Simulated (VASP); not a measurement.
# TiSi2 (Fddd) in VASP: further runs

TiSi2 is run at these levels: PBE; tasks: single point.

All numbers are computed with VASP 6.6.1; they aren't measurements. Logs are shortened: lines on timing, memory, paths and dates and some standing lists are left out, and cuts for length are marked.

### Step 1. The cell of the first run

It takes space group Fddd (No. 70, orthorhombic). Conventional cell: a = 4.423 Å, b = 7.609 Å, c = 8.559 Å, α = 90.00°, β = 90.00°, γ = 90.00°. Ti (site symmetry 222) has 10 Si at 2.50 to 2.56 Å and 4 Ti at 3.07 Å within 3.3 Å. Si (site symmetry 2) has 9 Si at 2.48 to 3.07 Å and 5 Ti at 2.50 to 2.56 Å within 3.3 Å.

### Step 2. Single point, PBE (strain -0.080 along x and y, +0.000 along z)

INCAR reads:

```
SYSTEM = TiSi2
ALGO = Normal
EDIFF = 1E-6
ENCUT = 520
GGA = PE
ISIF = 2
ISMEAR = 0
LASPH = .TRUE.
LCHARG = .FALSE.
LREAL = .FALSE.
LWAVE = .FALSE.
NBANDS = 29
NELM = 100
PREC = Accurate
SIGMA = 0.15
```

KPOINTS reads:

```
k-points
0
G
  14 14 14
  0 0 0
```

POSCAR reads:

```
TiSi2
1.0
    0.0000000000      3.8043666362      4.2795976070
    2.2115593966      0.0000000000      4.2795976070
    2.2115593966      3.8043666362      0.0000000000
Ti Si
2 4
Direct
    0.7500000000      0.7500000000      0.7500000000
    0.5000000000      0.5000000000      0.5000000000
    0.0868244591      0.4131755409      0.0868244591
    0.4131755409      0.0868244591      0.4131755409
    0.1631755409      0.8368244591      0.1631755409
    0.8368244591      0.1631755409      0.8368244591
```

Potentials or basis: VASP PAW PBE potentials, release 64 (Ti_sv, Si).

Command:

```console
> cat potpaw_PBE.64/Ti_sv/POTCAR potpaw_PBE.64/Si/POTCAR > POTCAR
> mpirun -np 1 vasp_std > vasp.out
```

OUTCAR:

```text
SYSTEM = TiSi2
   EDIFF = 1E-6
   ENCUT = 520
   GGA = PE
   ISIF = 2
   ISMEAR = 0
   LASPH = .TRUE.
   LREAL = .FALSE.
   NELM = 100
   PREC = Accurate

 ion  position               nearest neighbor table
   1  0.750  0.750  0.750-   6 2.50   5 2.50   6 2.50   5 2.50   4 2.54   4 2.54   3 2.54   3 2.54
                             3 2.56   4 2.56
   2  0.500  0.500  0.500-   3 2.50   4 2.50   3 2.50   4 2.50   5 2.54   5 2.54   6 2.54   6 2.54
                             5 2.56   6 2.56
   3  0.087  0.413  0.087-   5 2.48   5 2.48   4 2.48   2 2.50   2 2.50   1 2.54   1 2.54   1 2.56
                             4 2.58   4 2.58   6 3.07   6 3.07   6 3.07   6 3.07
   4  0.413  0.087  0.413-   6 2.48   6 2.48   3 2.48   2 2.50   2 2.50   1 2.54   1 2.54   1 2.56
                             3 2.58   3 2.58   5 3.07   5 3.07   5 3.07   5 3.07
   5  0.163  0.837  0.163-   3 2.48   3 2.48   6 2.48   1 2.50   1 2.50   2 2.54   2 2.54   2 2.56
                             6 2.58   6 2.58   4 3.07   4 3.07   4 3.07   4 3.07
   6  0.837  0.163  0.837-   4 2.48   4 2.48   5 2.48   1 2.50   1 2.50   2 2.54   2 2.54   2 2.56
                             5 2.58   5 2.58   3 3.07   3 3.07   3 3.07   3 3.07

  LATTYP: Found a face centered orthorhombic cell.
 ALAT       =     4.4231187932
 B/A-ratio  =     1.7202190645
 C/A-ratio  =     1.9351040780

  Lattice vectors:

 A1 = (   0.0000000000,   3.8043666362,   4.2795976070)
 A2 = (   2.2115593966,   0.0000000000,   4.2795976070)
 A3 = (   2.2115593966,   3.8043666362,   0.0000000000)

Analysis of symmetry for initial positions (statically):
=====================================================================
 Subroutine PRICEL returns:
 Original cell was already a primitive cell.

 Routine SETGRP: Setting up the symmetry group for a
 face centered orthorhombic supercell.

 Subroutine GETGRP returns: Found  8 space group operations
 (whereof  4 operations were pure point group operations)
 out of a pool of  8 trial point group operations.

The static configuration has the point symmetry D_2 .
 The point group associated with its full space group is D_2h.

Analysis of symmetry for dynamics (positions and initial velocities):
=====================================================================
 Subroutine PRICEL returns:
 Original cell was already a primitive cell.

 Routine SETGRP: Setting up the symmetry group for a
 face centered orthorhombic supercell.

 Subroutine GETGRP returns: Found  8 space group operations
 (whereof  4 operations were pure point group operations)
 out of a pool of  8 trial point group operations.

The dynamic configuration has the point symmetry D_2 .
 The point group associated with its full space group is D_2h.

 Subroutine INISYM returns: Found  8 space group operations
 (whereof  4 operations are pure point group operations),
 and found     1 'primitive' translations

----------------------------------------------------------------------------------------

                                     Primitive cell

  volume of cell :      72.0135

  direct lattice vectors                    reciprocal lattice vectors
     0.000000000  3.804366636  4.279597607    -0.226084816  0.131427922  0.116833414
     2.211559397  0.000000000  4.279597607     0.226084816 -0.131427922  0.116833414
     2.211559397  3.804366636  0.000000000     0.226084816  0.131427922 -0.116833414

  length of vectors
     5.726094758  4.817255509  4.400477300     0.286422222  0.286422222  0.286422222

  position of ions in fractional coordinates (direct lattice)
     0.750000000  0.750000000  0.750000000
     0.500000000  0.500000000  0.500000000
     0.086824459  0.413175541  0.086824459
     0.413175541  0.086824459  0.413175541
     0.163175541  0.836824459  0.163175541
     0.836824459  0.163175541  0.836824459

  ion indices of the primitive-cell ions
   primitive index   ion index
                 1           1
                 2           2
                 3           3
                 4           4
                 5           5
                 6           6

----------------------------------------------------------------------------------------

 KPOINTS: k-points

Automatic generation of k-mesh.
 Grid dimensions read from file:
 generate k-points for:   14   14   14

 Generating k-lattice:

  Cartesian coordinates                     Fractional coordinates (reciprocal lattice)
    -0.016148915  0.009387709  0.008345244     0.071428571  0.000000000  0.000000000
     0.016148915 -0.009387709  0.008345244    -0.000000000  0.071428571 -0.000000000
     0.016148915  0.009387709 -0.008345244     0.000000000  0.000000000  0.071428571

  Length of vectors
     0.020458730  0.020458730  0.020458730

  Shift w.r.t. Gamma in fractional coordinates (k-lattice)
     0.000000000  0.000000000  0.000000000

 Subroutine IBZKPT returns following result:
 ===========================================

 Found    428 irreducible k-points:

 Following reciprocal coordinates:
            Coordinates               Weight
  0.000000  0.000000  0.000000      1.000000
  0.071429 -0.000000 -0.000000      8.000000
  0.142857 -0.000000 -0.000000      8.000000
  0.214286 -0.000000 -0.000000      8.000000
  0.285714 -0.000000 -0.000000      8.000000
  0.357143  0.000000  0.000000      8.000000
[... 16 lines left out ...]
  0.214286  0.142857 -0.000000      8.000000
  0.285714  0.142857 -0.000000      8.000000
 [... further k-points ...]
   k-points           NKPTS =    428   k-points in BZ     NKDIM =    428   number of bands    NBANDS=     29
   number of dos      NEDOS =    301   number of ions     NIONS =      6
   total plane-waves  NPLWV =  62208
   dimension x,y,z NGX =    48 NGY =   36 NGZ =   36
   dimension x,y,z NGXF=    96 NGYF=   72 NGZF=   72
   ions per type =               2   4
   NGX,Y,Z   is equivalent  to a cutoff of  13.94, 12.42, 13.60 a.u.
   NGXF,Y,Z  is equivalent  to a cutoff of  27.87, 24.85, 27.20 a.u.
 SYSTEM =  TiSi2
   PREC   = accura    normal or accurate (medium, high low for compatibility)
   ISTART =      0    job   : 0-new  1-cont  2-samecut
   ICHARG =      2    charge: 1-file 2-atom 10-const
   ISPIN  =      1    spin polarized calculation?
   LNONCOLLINEAR =      F non collinear calculations
   LSORBIT =      F    spin-orbit coupling
   LASPH  =      T    aspherical Exc in radial PAW
   ENCUT  =  520.0 eV  38.22 Ry    6.18 a.u.  10.65  8.96  8.18*2*pi/ulx,y,z
   NELM   =    100;   NELMIN=  2; NELMDL= -5     # of ELM steps
   EDIFF  = 0.1E-05   stopping-criterion for ELM
   LREAL  =      F    real-space projection
   EDIFFG = 0.1E-04   stopping-criterion for IOM
   NSW    =      0    number of steps for IOM
   IBRION =     -1    ionic relax: 0-MD 1-quasi-New 2-CG
   NFREE  =      0    steps in history (QN), initial steepest desc. (CG)
   ISIF   =      2    stress and relaxation
   ISYM   =      2    0-nonsym 1-usesym 2-fastsym
   POTIM  = 0.5000    time-step for ionic-motion
   TEBEG  =    0.0;   TEEND  =   0.0 temperature during run
   PSTRESS=    0.0 pullay stress
   NELECT =      40.0000    total number of electrons
   NUPDOWN=      -1.0000    fix difference up-down
   EMIN   =  10.00;   EMAX   =-10.00  energy-range for DOS
   EFERMI =   0.00;   METHOD = LEGACY
   ISMEAR =     0;   SIGMA  =   0.15  broadening in eV -4-tet -1-fermi 0-gaus
   EFERMI_NEDOS =   21; number of points for ismear=-14 and -15
   IALGO  =     38    algorithm
   IMIX   =      4    mixing-type and parameters
     AMIX     =   0.40;   BMIX     =  1.00
     AMIX_MAG =   1.60;   BMIX_MAG =  1.00
  volume/ion in A,a.u.               =      12.00        81.00
  Fermi-wavevector in a.u.,A,eV,Ry     =   1.345727  2.543055 24.639883  1.810980
  Thomas-Fermi vector in A             =   2.473616
   LORBIT       =      0    0 simple, 1 ext, 2 COOP (PROOUT), +10 PAW based schemes
   GGA     = PE    functional components
   LHFCALC =     F    Hartree Fock is set to
   AEXX    =    0.0000 exact exchange contribution
   IVDW    =     0    specifies the selected vdW correction
   LEPSILON=     F    determine dielectric tensor
   LRPA    =     F    only Hartree local field effects (RPA)
 non-spin polarized calculation
 Gauss-broadening in eV      SIGMA  =   0.15
  energy-cutoff  :      520.00
  volume of cell :       72.01
 maximum number of plane-waves:      1964
 NGX is ok and might be reduce to    48
   NGX = 21   NGY = 17   NGZ = 17

 number of electron      40.0000000 magnetization

 Free energy of the ion-electron system (eV)
  ---------------------------------------------------
  ext. energy  EPLUGINS =         0.00000000
  ---------------------------------------------------
  free energy    TOTEN  =       -39.22715152 eV

  energy without entropy =      -39.20251713  energy(sigma->0) =      -39.21483433

 E-fermi :  12.1446     XC(G=0): -12.4362

 val. band max:       12.1427640824   @ k =  -0.0714   0.1429   0.1429
 cond. band min:      12.1476849432   @ k =  -0.3571   0.3571   0.1429
 fundamental gap:      0.0049208607
 Fermi energy:        12.1446203029

 k-point     1 :       0.0000    0.0000    0.0000
  band No.  band energies     occupation
      1     -43.5966      2.00000
      2     -43.5454      2.00000
      3     -20.1390      2.00000
      4     -20.0299      2.00000
      5     -19.9315      2.00000
      6     -19.9135      2.00000
[... 21 lines left out ...]
     28      16.6135      0.00000
     29      16.7310      0.00000

 k-point     2 :       0.0714   -0.0000   -0.0000
  band No.  band energies     occupation
      1     -43.5961      2.00000
      2     -43.5458      2.00000
      3     -20.1379      2.00000
      4     -20.0307      2.00000
      5     -19.9356      2.00000
      6     -19.9140      2.00000
[... 21 lines left out ...]
     28      16.5180      0.00000
     29      16.6300      0.00000

 k-point     3 :       0.1429   -0.0000   -0.0000
  band No.  band energies     occupation
      1     -43.5946      2.00000
      2     -43.5472      2.00000
      3     -20.1350      2.00000
      4     -20.0328      2.00000
      5     -19.9451      2.00000
      6     -19.9151      2.00000
[... 638 lines left out ...]
      5     -19.9525      2.00000
      6     -19.9271      2.00000
[... 21 lines left out ...]
     28      16.6777      0.00000
     29      16.9219      0.00000

 k-point    24 :       0.2857    0.1429   -0.0000
  band No.  band energies     occupation
      1     -43.5899      2.00000
      2     -43.5518      2.00000
      3     -20.1181      2.00000
      4     -20.0292      2.00000
      5     -19.9680      2.00000
      6     -19.9250      2.00000
[... 21 lines left out ...]
     28      16.7910      0.00000
     29      17.3243      0.00000

 [... further k-points ...]
[... 5 lines left out ...]
  --------------------------------------------------------------------------------------
  -------------------------------------------------------------------------------------
  Total       19.4273627     19.6022096      5.3166740      0.0000000      0.0000000      0.0000000
  in kB      432.2256409    436.1156863    118.2869162      0.0000000      0.0000000      0.0000000
  external PRESSURE =     328.8760811 kB  Pullay stress =       0.0000000 kB

 VOLUME and BASIS-vectors are now :
 -----------------------------------------------------------------------------
  energy-cutoff  :      520.00
  volume of cell :       72.01
      direct lattice vectors                 reciprocal lattice vectors
     0.000000000  3.804366636  4.279597607    -0.226084816  0.131427922  0.116833414
     2.211559397  0.000000000  4.279597607     0.226084816 -0.131427922  0.116833414
     2.211559397  3.804366636  0.000000000     0.226084816  0.131427922 -0.116833414

 POSITION                                       TOTAL-FORCE (eV/Angst)
 -----------------------------------------------------------------------------------
      3.31734      5.70655      6.41940        -0.000000      0.000000     -0.000000
      2.21156      3.80437      4.27960         0.000000      0.000000      0.000000
      1.10578      0.66062      2.13980         0.000000      0.007585     -0.000000
      1.10578      3.14374      2.13980         0.000000     -0.007585     -0.000000
      2.21156      1.24156      4.27960         0.000000     -0.007585      0.000000
      2.21156      6.36717      4.27960         0.000000      0.007585      0.000000
 -----------------------------------------------------------------------------------
    total drift:                               -0.000000     -0.000000     -0.000000

  FREE ENERGIE OF THE ION-ELECTRON SYSTEM (eV)
  ---------------------------------------------------
  free  energy   TOTEN  =       -39.2271515213 eV

  energy  without entropy=      -39.2025171311  energy(sigma->0) =      -39.21483433
```

It took 11 min on 1 thread of Intel Xeon 6975P-C (Granite Rapids), shared host; peak memory 0.78 GiB.

Results:

| Quantity | Value |
| --- | --- |
| Free energy | -39.2272 eV |
| Pressure | 32.9 GPa |
| Largest force | 0.008 eV/Å |
| Band gap on the k mesh | zero (bands 20 and 21 overlap by 1.87 eV) |

Forces in eV/Å, atoms in the order of the input:
```
Ti   0.000  0.000  0.000
Ti   0.000  0.000  0.000
Si   0.000  0.008  0.000
Si   0.000 -0.008  0.000
Si   0.000 -0.008  0.000
Si   0.000  0.008  0.000
```

Levels at points of the mesh, in eV from the Fermi level:
```tsv
k point	band 16	band 17	band 18	band 19	band 20	band 21	band 22	band 23	band 24	band 25
(0.00, 0.00, 0.00)	-3.21	-2.88	-1.50	-1.38	-1.06	-1.06	2.20	3.52	4.07	4.19
(0.50, 0.00, 0.00)	-2.74	-2.33	-0.98	-0.23	0.24	1.01	1.72	1.80	2.85	3.19
(0.50, 0.50, 0.00)	-3.50	-1.30	-1.30	-0.98	-0.98	0.02	0.02	3.79	3.79	4.21
(0.50, 0.00, 0.50)	-2.85	-2.63	-2.63	-0.74	-0.74	1.48	1.48	3.84	3.84	4.06
(0.00, 0.50, 0.50)	-1.44	-1.20	-1.20	-0.49	-0.49	0.37	0.37	2.87	2.87	4.14
```

Caveat: the cell differs from its parent crystal (strain -0.080 along x and y, +0.000 along z); the stress differs along the axes, from 12 to 44 GPa.

(Continued in part 2 of 2.)
